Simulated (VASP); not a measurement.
# Sc (P6_3/mmc) in VASP: a series of runs

Sc is run at these levels: LDA; tasks: single point.

All numbers are computed with VASP 6.6.1; they aren't measurements. Logs are shortened: lines on timing, memory, paths and dates and some standing lists are left out, and cuts for length are marked.

### 1 The cell of the first run

Symmetry: P6_3/mmc, No. 194, hexagonal system. Conventional cell: a = 3.309 Å, b = 3.309 Å, c = 5.163 Å, α = 90.00°, β = 90.00°, γ = 120.00°. Sc (site symmetry -6m2) has 12 Sc at 3.21 to 3.31 Å within 4.2 Å.

### 2 Single point, LDA (strain -0.0200 x Voigt [0, 0, 1, 0, 0, 0])

Contents of INCAR:

```
SYSTEM = Sc
  PREC = Accurate
  ENCUT = 520
  EDIFF = 1E-6
  ISMEAR = 0
  SIGMA = 0.15
  LREAL = .False.
  LASPH = .True.
  NELM = 100
  ALGO = Fast
  ISIF = 2
  LWAVE = .False.
  LCHARG = .False.
  NBANDS = 18
```

Contents of KPOINTS:

```
regular mesh
0
Gamma
  18 18 10
  0 0 0
```

Contents of POSCAR:

```
Sc
1.0
    3.3087978973      0.0000000000      0.0000000000
   -1.6543989486      2.8655030350      0.0000000000
    0.0000000000      0.0000000000      5.1626400000
Sc
2
Direct
    0.3333333333      0.6666666667      0.2500000000
    0.6666666667      0.3333333333      0.7500000000
```

Potentials or basis: VASP PAW LDA potentials, release 64 (Sc_sv).

The run is started by

```
$ cat potpaw_LDA.64/Sc_sv/POTCAR > POTCAR
$ mpirun -np 1 vasp_std > vasp.out
```

OUTCAR:

```text
SYSTEM = Sc
   PREC = Accurate
   ENCUT = 520
   EDIFF = 1E-6
   ISMEAR = 0
   LREAL = .False.
   LASPH = .True.
   NELM = 100
   ISIF = 2

 ion  position               nearest neighbor table
   1  0.333  0.667  0.250-   2 3.21   2 3.21   2 3.21   2 3.21   2 3.21   2 3.21
   2  0.667  0.333  0.750-   1 3.21   1 3.21   1 3.21   1 3.21   1 3.21   1 3.21

  LATTYP: Found a hexagonal cell.
 ALAT       =     3.3087978973
 C/A-ratio  =     1.5602766202

  Lattice vectors:

 A1 = (   3.3087978973,   0.0000000000,   0.0000000000)
 A2 = (  -1.6543989486,   2.8655030350,   0.0000000000)
 A3 = (   0.0000000000,   0.0000000000,   5.1626400000)

Analysis of symmetry for initial positions (statically):
=====================================================================
 Subroutine PRICEL returns:
 Original cell was already a primitive cell.

 Routine SETGRP: Setting up the symmetry group for a
 hexagonal supercell.

 Subroutine GETGRP returns: Found 24 space group operations
 (whereof 12 operations were pure point group operations)
 out of a pool of 24 trial point group operations.

The static configuration has the point symmetry D_3d.
 The point group associated with its full space group is D_6h.

Analysis of symmetry for dynamics (positions and initial velocities):
=====================================================================
 Subroutine PRICEL returns:
 Original cell was already a primitive cell.

 Routine SETGRP: Setting up the symmetry group for a
 hexagonal supercell.

 Subroutine GETGRP returns: Found 24 space group operations
 (whereof 12 operations were pure point group operations)
 out of a pool of 24 trial point group operations.

The dynamic configuration has the point symmetry D_3d.
 The point group associated with its full space group is D_6h.

 Subroutine INISYM returns: Found 24 space group operations
 (whereof 12 operations are pure point group operations),
 and found     1 'primitive' translations

----------------------------------------------------------------------------------------

                                     Primitive cell

  volume of cell :      48.9489

  direct lattice vectors                    reciprocal lattice vectors
     3.308797897  0.000000000  0.000000000     0.302224563  0.174489433  0.000000000
    -1.654398949  2.865503035  0.000000000     0.000000000  0.348978866  0.000000000
     0.000000000  0.000000000  5.162640000     0.000000000  0.000000000  0.193699348

  length of vectors
     3.308797897  3.308797897  5.162640000     0.348978866  0.348978866  0.193699348

  position of ions in fractional coordinates (direct lattice)
     0.333333333  0.666666667  0.250000000
     0.666666667  0.333333333  0.750000000

  ion indices of the primitive-cell ions
   primitive index   ion index
                 1           1
                 2           2

----------------------------------------------------------------------------------------

 KPOINTS: regular mesh

Automatic generation of k-mesh.
 Grid dimensions read from file:
 generate k-points for:   18   18   10

 Generating k-lattice:

  Cartesian coordinates                     Fractional coordinates (reciprocal lattice)
     0.016790254  0.009693857  0.000000000     0.055555556 -0.000000000  0.000000000
     0.000000000  0.019387715  0.000000000     0.000000000  0.055555556  0.000000000
     0.000000000  0.000000000  0.019369935     0.000000000  0.000000000  0.100000000

  Length of vectors
     0.019387715  0.019387715  0.019369935

  Shift w.r.t. Gamma in fractional coordinates (k-lattice)
     0.000000000  0.000000000  0.000000000

 Subroutine IBZKPT returns following result:
 ===========================================

 Found    222 irreducible k-points:

 Following reciprocal coordinates:
            Coordinates               Weight
  0.000000  0.000000  0.000000      1.000000
  0.055556 -0.000000  0.000000      6.000000
  0.111111 -0.000000  0.000000      6.000000
  0.166667  0.000000  0.000000      6.000000
  0.222222 -0.000000  0.000000      6.000000
  0.277778 -0.000000  0.000000      6.000000
[... 16 lines left out ...]
  0.333333  0.111111  0.000000     12.000000
  0.388889  0.111111  0.000000     12.000000
 [... further k-points ...]
   k-points           NKPTS =    222   k-points in BZ     NKDIM =    222   number of bands    NBANDS=     18
   number of dos      NEDOS =    301   number of ions     NIONS =      2
   total plane-waves  NPLWV =  31360
   dimension x,y,z NGX =    28 NGY =   28 NGZ =   40
   dimension x,y,z NGXF=    56 NGYF=   56 NGZF=   80
   ions per type =               2
   NGX,Y,Z   is equivalent  to a cutoff of  14.07, 14.07, 12.88 a.u.
   NGXF,Y,Z  is equivalent  to a cutoff of  28.14, 28.14, 25.76 a.u.
 SYSTEM =  Sc
   PREC   = accura    normal or accurate (medium, high low for compatibility)
   ISTART =      0    job   : 0-new  1-cont  2-samecut
   ICHARG =      2    charge: 1-file 2-atom 10-const
   ISPIN  =      1    spin polarized calculation?
   LNONCOLLINEAR =      F non collinear calculations
   LSORBIT =      F    spin-orbit coupling
   LASPH  =      T    aspherical Exc in radial PAW
   ENCUT  =  520.0 eV  38.22 Ry    6.18 a.u.   6.15  6.15  9.60*2*pi/ulx,y,z
   NELM   =    100;   NELMIN=  2; NELMDL= -5     # of ELM steps
   EDIFF  = 0.1E-05   stopping-criterion for ELM
   LREAL  =      F    real-space projection
   EDIFFG = 0.1E-04   stopping-criterion for IOM
   NSW    =      0    number of steps for IOM
   IBRION =     -1    ionic relax: 0-MD 1-quasi-New 2-CG
   NFREE  =      0    steps in history (QN), initial steepest desc. (CG)
   ISIF   =      2    stress and relaxation
   ISYM   =      2    0-nonsym 1-usesym 2-fastsym
   POTIM  = 0.5000    time-step for ionic-motion
   TEBEG  =    0.0;   TEEND  =   0.0 temperature during run
   PSTRESS=    0.0 pullay stress
   NELECT =      22.0000    total number of electrons
   NUPDOWN=      -1.0000    fix difference up-down
   EMIN   =  10.00;   EMAX   =-10.00  energy-range for DOS
   EFERMI =   0.00;   METHOD = LEGACY
   ISMEAR =     0;   SIGMA  =   0.15  broadening in eV -4-tet -1-fermi 0-gaus
   EFERMI_NEDOS =   21; number of points for ismear=-14 and -15
   IALGO  =     68    algorithm
   IMIX   =      4    mixing-type and parameters
     AMIX     =   0.40;   BMIX     =  1.00
     AMIX_MAG =   1.60;   BMIX_MAG =  1.00
  volume/ion in A,a.u.               =      24.47       165.16
  Fermi-wavevector in a.u.,A,eV,Ry     =   1.254011  2.369738 21.395760  1.572544
  Thomas-Fermi vector in A             =   2.387837
   LORBIT       =      0    0 simple, 1 ext, 2 COOP (PROOUT), +10 PAW based schemes
   GGA     = CA    functional components
   LHFCALC =     F    Hartree Fock is set to
   AEXX    =    0.0000 exact exchange contribution
   IVDW    =     0    specifies the selected vdW correction
   LEPSILON=     F    determine dielectric tensor
   LRPA    =     F    only Hartree local field effects (RPA)
 non-spin polarized calculation
 RMM-DIIS sequential band-by-band and
 Gauss-broadening in eV      SIGMA  =   0.15
  energy-cutoff  :      520.00
  volume of cell :       48.95
 maximum number of plane-waves:      1339
 NGX is ok and might be reduce to    28
   NGX = 13   NGY = 13   NGZ = 19

 number of electron      21.9999995 magnetization

 Free energy of the ion-electron system (eV)
  ---------------------------------------------------
  ext. energy  EPLUGINS =         0.00000000
  ---------------------------------------------------
  free energy    TOTEN  =       -13.41603278 eV

  energy without entropy =      -13.36968610  energy(sigma->0) =      -13.39285944

 E-fermi :   3.4989     XC(G=0): -10.1720

 val. band max:        3.4978353773   @ k =   0.2778   0.1111   0.1000
 cond. band min:       3.5006753761   @ k =   0.1667   0.1111   0.3000
 fundamental gap:      0.0028399989
 Fermi energy:         3.4989022446

 k-point     1 :       0.0000    0.0000    0.0000
  band No.  band energies     occupation
      1     -45.2969      2.00000
      2     -45.2194      2.00000
      3     -24.4808      2.00000
      4     -24.1194      2.00000
      5     -24.1194      2.00000
      6     -24.0493      2.00000
[... 10 lines left out ...]
     17       5.7665      0.00000
     18       5.7675      0.00000

 k-point     2 :       0.0556   -0.0000    0.0000
  band No.  band energies     occupation
      1     -45.2953      2.00000
      2     -45.2189      2.00000
      3     -24.4765      2.00000
      4     -24.1276      2.00000
      5     -24.1223      2.00000
      6     -24.0580      2.00000
[... 10 lines left out ...]
     17       5.7102      0.00000
     18       5.7240      0.00000

 k-point     3 :       0.1111   -0.0000    0.0000
  band No.  band energies     occupation
      1     -45.2906      2.00000
      2     -45.2174      2.00000
      3     -24.4639      2.00000
      4     -24.1515      2.00000
      5     -24.1305      2.00000
      6     -24.0829      2.00000
[... 10 lines left out ...]
     17       5.6111      0.00000
     18       5.6691      0.00000

 k-point     4 :       0.1667    0.0000    0.0000
  band No.  band energies     occupation
      1     -45.2834      2.00000
      2     -45.2152      2.00000
      3     -24.4437      2.00000
      4     -24.1883      2.00000
      5     -24.1427      2.00000
      6     -24.1205      2.00000
[... 375 lines left out ...]
      4     -24.3235      2.00000
      5     -24.2687      2.00000
      6     -24.1893      2.00000
[... 10 lines left out ...]
     17       6.7140      0.00000
     18       7.0873      0.00000

 k-point    23 :       0.3333    0.1111    0.0000
  band No.  band energies     occupation
      1     -45.2419      2.00000
      2     -45.2090      2.00000
      3     -24.3590      2.00000
      4     -24.3126      2.00000
      5     -24.2910      2.00000
      6     -24.2080      2.00000
[... 10 lines left out ...]
     17       7.0488      0.00000
     18       7.4381      0.00000

 k-point    24 :       0.3889    0.1111    0.0000
  band No.  band energies     occupation
      1     -45.2353      2.00000
      2     -45.2098      2.00000
      3     -24.3822      2.00000
      4     -24.3056      2.00000
      5     -24.2871      2.00000
      6     -24.2200      2.00000
[... 10 lines left out ...]
     17       7.2165      0.00000
     18       7.4640      0.00000

 [... further k-points ...]
[... 5 lines left out ...]
  --------------------------------------------------------------------------------------
  -------------------------------------------------------------------------------------
  Total       -1.2705419     -1.2705419     -1.4160240     -0.0000000      0.0000000     -0.0000000
  in kB      -41.5869054    -41.5869054    -46.3487745     -0.0000000      0.0000000     -0.0000000
  external PRESSURE =     -43.1741951 kB  Pullay stress =       0.0000000 kB

 VOLUME and BASIS-vectors are now :
 -----------------------------------------------------------------------------
  energy-cutoff  :      520.00
  volume of cell :       48.95
      direct lattice vectors                 reciprocal lattice vectors
     3.308797897  0.000000000  0.000000000     0.302224563  0.174489433  0.000000000
    -1.654398949  2.865503035  0.000000000     0.000000000  0.348978866  0.000000000
     0.000000000  0.000000000  5.162640000     0.000000000  0.000000000  0.193699348

 POSITION                                       TOTAL-FORCE (eV/Angst)
 -----------------------------------------------------------------------------------
     -0.00000      1.91034      1.29066        -0.000000     -0.000000      0.000000
      1.65440      0.95517      3.87198         0.000000      0.000000      0.000000
 -----------------------------------------------------------------------------------
    total drift:                                0.000000     -0.000000      0.000000

  FREE ENERGIE OF THE ION-ELECTRON SYSTEM (eV)
  ---------------------------------------------------
  free  energy   TOTEN  =       -13.4160327770 eV

  energy  without entropy=      -13.3696861014  energy(sigma->0) =      -13.39285944
```

Run time: 5.4 min. Hardware: 1 thread of Intel Xeon Platinum 8259CL at 2.50GHz (Skylake/Cascade Lake), shared host; peak memory 0.27 GiB.

Results:

```
Free energy            : -13.4160 eV
Pressure               : -4.3 GPa
Band gap on the k mesh : zero (band 11 reaches 4.44 eV, above the bottom of band 12 at 2.97 eV)
```

Stress tensor (GPa, compression positive):
```
-4.16  0.00  0.00
 0.00 -4.16  0.00
 0.00  0.00 -4.63
```

Levels at points of the mesh, in eV from the Fermi level:
| k point | band 8 | band 9 | band 10 | band 11 | band 12 | band 13 | band 14 | band 15 |
| --- | --- | --- | --- | --- | --- | --- | --- | --- |
| (0.00, 0.00, 0.00) | -27.52 | -5.09 | -1.66 | 0.71 | 1.54 | 1.54 | 1.80 | 1.99 |
| (0.50, 0.00, 0.00) | -27.59 | -1.61 | -1.06 | -0.69 | -0.30 | 1.28 | 1.29 | 1.84 |
| (0.00, 0.00, 0.50) | -27.58 | -3.54 | -3.54 | 0.95 | 0.95 | 1.46 | 1.46 | 1.46 |
| (0.50, 0.00, 0.50) | -27.63 | -1.49 | -1.49 | 0.07 | 0.07 | 1.31 | 1.31 | 2.33 |

Caveat: the cell differs from its parent crystal (strain -0.0200 x Voigt [0, 0, 1, 0, 0, 0]).

(Part 1 of 2 ends here.)
